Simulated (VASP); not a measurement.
Here is a VASP 6.6.1 calculation.

Contents of INCAR:

```
PREC = Accurate ; ENCUT = 500
EDIFF = 1E-6 ; ISMEAR = -1
SIGMA = 0.05 ; LREAL = False
LASPH = True ; NELM = 120
ALGO = Normal ; ISIF = 2
LWAVE = False ; LCHARG = True
GGA = RP ; LELF = True
LVHAR = True ; NBANDS = 49
GGA_COMPAT = False
```

File KPOINTS:

```
Automatic mesh
0
Gamma
  7 7 1
```

POSCAR

```
WS2
1.0
    3.2103802166      0.0000000000      0.0000000000
   -1.6051901083      2.7802708234      0.0000000000
    0.0000000000      0.0000000000     29.2472817512
W S
3 6
Direct
    0.6666666667      0.3333333333      0.3790942297
    0.6666666667      0.3333333333      0.9399937657
    0.0000000000      0.0000000000      0.6600900911
    0.6666666667      0.3333333333      0.6063288062
    0.0000000000      0.0000000000      0.3253179649
    0.0000000000      0.0000000000      0.8862191777
    0.6666666667      0.3333333333      0.7138513720
    0.0000000000      0.0000000000      0.4328687541
    0.0000000000      0.0000000000      0.9937698287
```

Potentials or basis: VASP PAW PBE potentials, release 64 (W_sv, S).

Launch:

```sh
$ cat potpaw_PBE.64/W_sv/POTCAR potpaw_PBE.64/S/POTCAR > POTCAR
$ mpirun -np 1 vasp_std > vasp.out
```

Task: What does it give for the largest force?

Result: 0.012 eV/Å.

Task: Predict the band gap on the k mesh.

Result: 1.95 eV (least direct gap 2.36 eV).

Forces on the atoms (eV/Å):
```
W    0.000  0.000 -0.001
W    0.000  0.000  0.001
W    0.000  0.000  0.000
S    0.000  0.000  0.004
S    0.000  0.000  0.012
S    0.000  0.000  0.011
S    0.000  0.000 -0.004
S    0.000  0.000 -0.011
S    0.000  0.000 -0.012
```

Caveat: the PAW data sets were made with another functional, which shifts forces and pressure a little; spin-orbit coupling is left out, which moves the levels of the heavy elements.
